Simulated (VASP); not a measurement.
# MgO in VASP: further runs

MgO is run at these levels: PBE, r2SCAN; tasks: G0W0 quasiparticle levels, dielectric tensor.

Everything below comes from runs of VASP 6.6.1. Logs are shortened: lines on timing, memory, paths and dates and some standing lists are left out, and cuts for length are marked.

### 1 The cell of the first run

The structure is tetragonal, space group I4/mmm (No. 139). The conventional cell has a = 3.003 Å, b = 3.003 Å, c = 4.180 Å, α = 90.00°, β = 90.00°, γ = 90.00°. Mg (site symmetry 4/mmm) has 6 O at 2.09 to 2.12 Å within 2.8 Å. Within 2.8 Å of O (site symmetry 4/mmm) lie 6 Mg at 2.09 to 2.12 Å.

### 2 G0W0 quasiparticle levels, PBE

The input, POSCAR:

```
MgO
1.0
    0.0000000000      2.1231890896      2.0897899895
    2.1231890896      0.0000000000      2.0897899895
    2.1231890896      2.1231890896      0.0000000000
Mg O
1 1
Direct
    0.0000000000      0.0000000000      0.0000000000
    0.5000000000      0.5000000000      0.5000000000
```

The input, INCAR.step1:

```
SYSTEM = MgO
  PREC = Accurate
  ENCUT = 500
  EDIFF = 1E-8
  ISMEAR = 0
  SIGMA = 0.01
  LREAL = .False.
  LASPH = .True.
  NELM = 80
  ALGO = Normal
  LWAVE = .True.
  LCHARG = .False.
  GGA = PE
```

The input, INCAR.step2:

```
SYSTEM = MgO
  PREC = Accurate
  ENCUT = 500
  EDIFF = 1E-8
  ISMEAR = 0
  SIGMA = 0.01
  LREAL = .False.
  LASPH = .True.
  NELM = 1
  ALGO = Exact
  LWAVE = .True.
  LCHARG = .False.
  GGA = PE
  NBANDS = 82
  LOPTICS = .True.
  ISTART = 1
```

The input, INCAR.step3:

```
SYSTEM = MgO
  PREC = Accurate
  ENCUT = 500
  EDIFF = 1E-8
  ISMEAR = 0
  SIGMA = 0.01
  LREAL = .False.
  LASPH = .True.
  ALGO = EVGW0
  LWAVE = .False.
  LCHARG = .False.
  GGA = PE
  NELMGW = 1
  NBANDS = 82
  ENCUTGW = 150.0
  NOMEGA = 48
  PRECFOCK = Fast
  ISTART = 1
  NBANDSGW = 12
```

The input, KPOINTS:

```
Automatic mesh
0
Gamma
  6 6 6
  0 0 0
```

Potentials or basis: VASP PAW PBE potentials, release 64 (Mg_GW, O_GW).

On the command line:

```sh
> cat potpaw_PBE.64/Mg_GW/POTCAR potpaw_PBE.64/O_GW/POTCAR > POTCAR
> cp INCAR.step1 INCAR
> mpirun -np 1 vasp_std > vasp.out
> cp INCAR.step2 INCAR
> mpirun -np 1 vasp_std > vasp.out
> cp INCAR.step3 INCAR
> mpirun -np 1 vasp_std > vasp.out
```

OUTCAR:

```text
SYSTEM = MgO
   PREC = Accurate
   ENCUT = 500
   EDIFF = 1E-8
   ISMEAR = 0
   LREAL = .False.
   LASPH = .True.
   GGA = PE
   NELMGW = 1
   ENCUTGW = 150.0
   PRECFOCK = Fast
   ISTART = 1

 ion  position               nearest neighbor table
   1  0.000  0.000  0.000-   2 2.09   2 2.09   2 2.12   2 2.12   2 2.12   2 2.12
   2  0.500  0.500  0.500-   1 2.09   1 2.09   1 2.12   1 2.12   1 2.12   1 2.12

  LATTYP: Found a body centered tetragonal cell.
 ALAT       =     3.0026428060
 C/A-ratio  =     1.3919670933

  Lattice vectors:

 A1 = (   0.0000000000,  -2.1231890896,  -2.0897899895)
 A2 = (   0.0000000000,   2.1231890896,  -2.0897899895)
 A3 = (   2.1231890896,   0.0000000000,   2.0897899895)

Analysis of symmetry for initial positions (statically):
=====================================================================
 Subroutine PRICEL returns:
 Original cell was already a primitive cell.

 Routine SETGRP: Setting up the symmetry group for a
 body centered tetragonal supercell.

 Subroutine GETGRP returns: Found 16 space group operations
 (whereof 16 operations were pure point group operations)
 out of a pool of 16 trial point group operations.

The static configuration has the point symmetry D_4h.

Analysis of symmetry for dynamics (positions and initial velocities):
=====================================================================
 Subroutine PRICEL returns:
 Original cell was already a primitive cell.

 Routine SETGRP: Setting up the symmetry group for a
 body centered tetragonal supercell.

 Subroutine GETGRP returns: Found 16 space group operations
 (whereof 16 operations were pure point group operations)
 out of a pool of 16 trial point group operations.

The dynamic configuration has the point symmetry D_4h.

 Subroutine INISYM returns: Found 16 space group operations
 (whereof 16 operations are pure point group operations),
 and found     1 'primitive' translations

----------------------------------------------------------------------------------------

                                     Primitive cell

  volume of cell :      18.8413

  direct lattice vectors                    reciprocal lattice vectors
     0.000000000  2.123189090  2.089789989    -0.235494805  0.235494805  0.239258491
     2.123189090  0.000000000  2.089789989     0.235494805 -0.235494805  0.239258491
     2.123189090  2.123189090  0.000000000     0.235494805  0.235494805 -0.239258491

  length of vectors
     2.979119687  2.979119687  3.002642806     0.410073447  0.410073447  0.410073447

  position of ions in fractional coordinates (direct lattice)
     0.000000000  0.000000000  0.000000000
     0.500000000  0.500000000  0.500000000

  ion indices of the primitive-cell ions
   primitive index   ion index
                 1           1
                 2           2

----------------------------------------------------------------------------------------

 KPOINTS: Automatic mesh

Automatic generation of k-mesh.
 Grid dimensions read from file:
 generate k-points for:    6    6    6

 Generating k-lattice:

  Cartesian coordinates                     Fractional coordinates (reciprocal lattice)
    -0.039249134  0.039249134  0.039876415     0.166666667  0.000000000  0.000000000
     0.039249134 -0.039249134  0.039876415     0.000000000  0.166666667  0.000000000
     0.039249134  0.039249134 -0.039876415     0.000000000  0.000000000  0.166666667

  Length of vectors
     0.068345574  0.068345574  0.068345574

  Shift w.r.t. Gamma in fractional coordinates (k-lattice)
     0.000000000  0.000000000  0.000000000

 Subroutine IBZKPT returns following result:
 ===========================================

 Found     30 irreducible k-points:

 Following reciprocal coordinates:
            Coordinates               Weight
  0.000000  0.000000  0.000000      1.000000
  0.166667  0.000000  0.000000      8.000000
  0.333333 -0.000000  0.000000      8.000000
  0.500000 -0.000000  0.000000      4.000000
  0.166667  0.166667  0.000000      2.000000
  0.333333  0.166667  0.000000      8.000000
[... 16 lines left out ...]
  0.333333  0.000000  0.333333      4.000000
  0.500000  0.000000  0.333333     16.000000
 [... further k-points ...]
   k-points           NKPTS =     30   k-points in BZ     NKDIM =    216   number of bands    NBANDS=     82
   number of dos      NEDOS =    301   number of ions     NIONS =      2
   total plane-waves  NPLWV =  13824
   dimension x,y,z NGX =    24 NGY =   24 NGZ =   24
   dimension x,y,z NGXF=    48 NGYF=   48 NGZF=   48
   ions per type =               1   1
   NGX,Y,Z   is equivalent  to a cutoff of  13.39, 13.39, 13.29 a.u.
   NGXF,Y,Z  is equivalent  to a cutoff of  26.79, 26.79, 26.58 a.u.
 SYSTEM =  MgO
   PREC   = accura    normal or accurate (medium, high low for compatibility)
   ISTART =      1    job   : 0-new  1-cont  2-samecut
   ICHARG =      0    charge: 1-file 2-atom 10-const
   ISPIN  =      1    spin polarized calculation?
   LNONCOLLINEAR =      F non collinear calculations
   LSORBIT =      F    spin-orbit coupling
   LASPH  =      T    aspherical Exc in radial PAW
   ENCUT  =  500.0 eV  36.75 Ry    6.06 a.u.   5.43  5.43  5.47*2*pi/ulx,y,z
   NELM   =     60;   NELMIN=  2; NELMDL=  0     # of ELM steps
   EDIFF  = 0.1E-07   stopping-criterion for ELM
   LREAL  =      F    real-space projection
   EDIFFG = 0.1E-06   stopping-criterion for IOM
   NSW    =      0    number of steps for IOM
   IBRION =     -1    ionic relax: 0-MD 1-quasi-New 2-CG
   NFREE  =      0    steps in history (QN), initial steepest desc. (CG)
   ISIF   =      0    stress and relaxation
   ISYM   =      3    0-nonsym 1-usesym 2-fastsym
   POTIM  = 0.5000    time-step for ionic-motion
   TEBEG  =    0.0;   TEEND  =   0.0 temperature during run
   PSTRESS=    0.0 pullay stress
   NELECT =       8.0000    total number of electrons
   NUPDOWN=      -1.0000    fix difference up-down
   EMIN   =  10.00;   EMAX   =-10.00  energy-range for DOS
   EFERMI =   0.00;   METHOD = LEGACY
   ISMEAR =     0;   SIGMA  =   0.01  broadening in eV -4-tet -1-fermi 0-gaus
   EFERMI_NEDOS =   21; number of points for ismear=-14 and -15
   IALGO  =     38    algorithm
   IMIX   =      4    mixing-type and parameters
     AMIX     =   0.40;   BMIX     =  1.00
     AMIX_MAG =   1.60;   BMIX_MAG =  1.00
  volume/ion in A,a.u.               =       9.42        63.57
  Fermi-wavevector in a.u.,A,eV,Ry     =   1.230462  2.325236 20.599716  1.514036
  Thomas-Fermi vector in A             =   2.365310
   LORBIT       =      0    0 simple, 1 ext, 2 COOP (PROOUT), +10 PAW based schemes
   GGA     = PE    functional components
   LHFCALC =     T    Hartree Fock is set to
   PRECFOCK=fast      Normal, Fast or Accurate (Low or Medium for compatibility)
   ENCUT4O =  -1.0   cutoff for four orbital integrals eV
   NKREDX  =     1    reduce k-point grid by
   NKREDY  =     1    reduce k-point grid by
   NKREDZ  =     1    reduce k-point grid by
   AEXX    =    1.0000 exact exchange contribution
   HFSCREEN=    0.0000 screening length (either q_TF or 0.3 A-1)
   HFSCREENC=   0.0000 screening length for correlation (either q_TF or 0.3 A-1)
   ENCUTFOCK=  -1.0 apply spherical cutoff to Coloumb kernel
   IVDW    =     0    specifies the selected vdW correction
   LEPSILON=     F    determine dielectric tensor
   LRPA    =     F    only Hartree local field effects (RPA)
   LRPAFORCE           =     F    calculate RPA forces
   ENCUTGW             = 150.0    cutoff for response function in eV
   ENCUTGWSOFT         = 120.0    soft cutoff for Coulomb kernel in GW response function in eV
   ENCUTLF             =  -1.0    cutoff for local field effects
   NELMGW              =     1    number of iterations in solving QP/BSE equation
   NELMHF              =     1    number of iterations in the inner HF iteration
   NKREDLFX            =     1    NKREDLFY  =   1   NKREDLFZ  =   1
 non-spin polarized calculation
 Gauss-broadening in eV      SIGMA  =   0.01
  energy-cutoff  :      500.00
  volume of cell :       18.84
 maximum number of plane-waves:       515
 NGX is ok and might be reduce to    24
  NGX = 14; NGY = 14; NGZ = 14
   NGX = 11   NGY = 11   NGZ = 11
 maximum number of plane-waves:        82
 NGX is ok and might be reduce to    14

 QP shifts <psi_nk| G(iteration)W_0 |psi_nk>: iteration 1
 for sc-GW calculations column KS-energies equals QP-energies in previous step
 and V_xc(KS)=  KS-energies - (<T + V_ion + V_H > + <T+V_H+V_ion>^1  + <V_x>^1)

 k-point   1 :       0.0000    0.0000    0.0000
  band No.  KS-energies  QP-energies   sigma(KS)   V_xc(KS)     V^pw_x(r,r')   Z            occupation Imag(sigma)

      1     -14.1082     -16.2716     -21.2418     -18.1299     -29.9006       0.6952       2.0000       1.1743
      2       3.0940       1.7875     -21.3782     -19.7103     -25.2395       0.7834       2.0000       0.1078
      3       3.1302       1.8356     -21.3524     -19.6995     -25.1777       0.7832       2.0000       0.1069
      4       3.1302       1.8356     -21.3524     -19.6995     -25.1777       0.7832       2.0000       0.1069
      5       7.7603       8.9840     -10.6652     -12.1243      -7.4073       0.8386       0.0000      -0.0525
      6      18.8255      20.0562      -7.5509      -9.0346      -3.0848       0.8295       0.0000      -0.1193
      7      18.8255      20.0562      -7.5509      -9.0346      -3.0848       0.8295       0.0000      -0.1193
      8      18.9907      20.2010      -7.5031      -8.9673      -3.0158       0.8266       0.0000      -0.1239
      9      22.7760      23.2212      -7.3084      -7.8844      -1.6647       0.7730       0.0000      -0.4907
     10      24.2791      25.7815      -7.9653      -9.7933      -3.2273       0.8219       0.0000      -0.1917
     11      24.8003      26.3254      -8.0062      -9.8611      -3.2421       0.8222       0.0000      -0.2037
     12      26.8086      28.3454      -7.4712      -9.3841      -1.8319       0.8033       0.0000      -0.5860

 k-point   2 :       0.1667    0.0000    0.0000
  band No.  KS-energies  QP-energies   sigma(KS)   V_xc(KS)     V^pw_x(r,r')   Z            occupation Imag(sigma)

      1     -13.8296     -15.9901     -21.4894     -18.3816     -30.1053       0.6952       2.0000       1.1488
      2       1.6146       0.1287     -19.4796     -17.5754     -23.2190       0.7803       2.0000       0.1134
      3       2.9425       1.6087     -21.2220     -19.5173     -25.0934       0.7824       2.0000       0.1087
      4       2.9506       1.6214     -21.1884     -19.4901     -25.0377       0.7827       2.0000       0.1081
      5       9.1855      10.5297     -11.7008     -13.3256      -8.4516       0.8273       0.0000      -0.0560
      6      16.5479      17.7485      -8.1834      -9.6430      -3.7585       0.8226       0.0000      -0.1134
      7      19.3598      20.6300      -7.7322      -9.2768      -3.1753       0.8224       0.0000      -0.1306
      8      19.5108      20.7645      -7.6992      -9.2252      -3.1245       0.8215       0.0000      -0.1350
      9      23.0034      24.4694      -7.6764      -9.4735      -2.8578       0.8158       0.0000      -0.1965
     10      23.3668      24.8481      -7.6692      -9.4866      -2.8277       0.8150       0.0000      -0.2074
     11      25.2106      26.2761      -7.5940      -8.9225      -1.9439       0.8021       0.0000      -0.5951
     12      28.1612      29.2966      -7.0968      -8.4248      -1.5245       0.8550       0.0000      -0.8466
[... 324 lines left out ...]
      1     -12.9962     -15.1832     -22.3360     -19.2770     -30.8637       0.7150       2.0000       1.0954
      2      -0.2983      -2.0632     -18.1187     -15.8188     -22.1389       0.7674       2.0000       0.1353
      3       2.0465       0.5419     -20.3937     -18.4583     -24.3527       0.7774       2.0000       0.1134
      4       2.1331       0.6428     -20.3942     -18.4799     -24.3141       0.7785       2.0000       0.1125
      5      12.3133      13.9370     -11.2937     -13.2766      -7.4898       0.8188       0.0000      -0.0765
      6      13.1912      14.1925      -7.3841      -8.5718      -3.3468       0.8431       0.0000      -0.0827
      7      16.8051      18.3476      -8.9782     -10.8806      -4.4897       0.8109       0.0000      -0.1152
      8      21.1389      22.6997      -9.5376     -11.5266      -4.3087       0.7847       0.0000      -0.2356
      9      21.3563      22.9379      -9.6822     -11.6983      -4.4356       0.7845       0.0000      -0.2394
     10      27.7986      29.3877      -8.1146     -10.0432      -3.1166       0.8240       0.0000      -0.3368
     11      29.7963      31.7623      -9.7023     -12.0292      -3.8923       0.8449       0.0000      -0.9299
     12      31.9891      33.2658      -6.6241      -8.1778      -1.0193       0.8217       0.0000      -0.7947

 k-point  24 :       0.5000    0.0000    0.3333
  band No.  KS-energies  QP-energies   sigma(KS)   V_xc(KS)     V^pw_x(r,r')   Z            occupation Imag(sigma)

      1     -12.6713     -14.8619     -22.7134     -19.6854     -31.2248       0.7235       2.0000       1.0780
      2      -0.6401      -2.4759     -17.8333     -15.4350     -21.9188       0.7655       2.0000       0.1406
      3       1.2438      -0.3722     -19.4033     -17.3191     -23.3418       0.7753       2.0000       0.1184
      4       1.9640       0.4492     -20.3121     -18.3621     -24.2714       0.7768       2.0000       0.1140
      5      12.9047      14.0984      -8.4007      -9.8254      -4.4290       0.8378       0.0000      -0.0797
      6      13.8542      15.4077      -9.9661     -11.8523      -5.9469       0.8236       0.0000      -0.0821
      7      15.9151      17.5782     -10.6993     -12.7856      -6.2489       0.7971       0.0000      -0.1119
      8      21.2560      22.8430      -9.4120     -11.4314      -4.1803       0.7859       0.0000      -0.2402
      9      21.5334      23.0976      -9.5552     -11.5471      -4.2330       0.7853       0.0000      -0.2714
     10      28.9268      30.3970      -8.3639     -10.1601      -2.8950       0.8185       0.0000      -0.5945
     11      29.5780      31.4815      -9.3361     -11.5904      -3.7138       0.8444       0.0000      -0.8431
     12      31.7835      33.2238      -7.4808      -9.2112      -2.0004       0.8324       0.0000      -0.7640

 [... further k-points ...]
```

Run time: 3.2 min. Hardware: 1 thread of Intel Xeon 6975P-C (Granite Rapids), shared host; peak memory 0.39 GiB.

Results:

```
Quasiparticle gap                                   : 7.15 eV
Least direct quasiparticle gap                      : 7.15 eV
Band gap of the starting levels on the mesh         : 4.63 eV
Least direct gap of the starting levels on the mesh : 4.63 eV
```

Caveat: the k points lie up to 0.43 Å⁻¹ apart; bands, screening cutoff and mesh are small and nothing is extrapolated, so the quasiparticle values aren't converged.

[end of part 1 of 2]
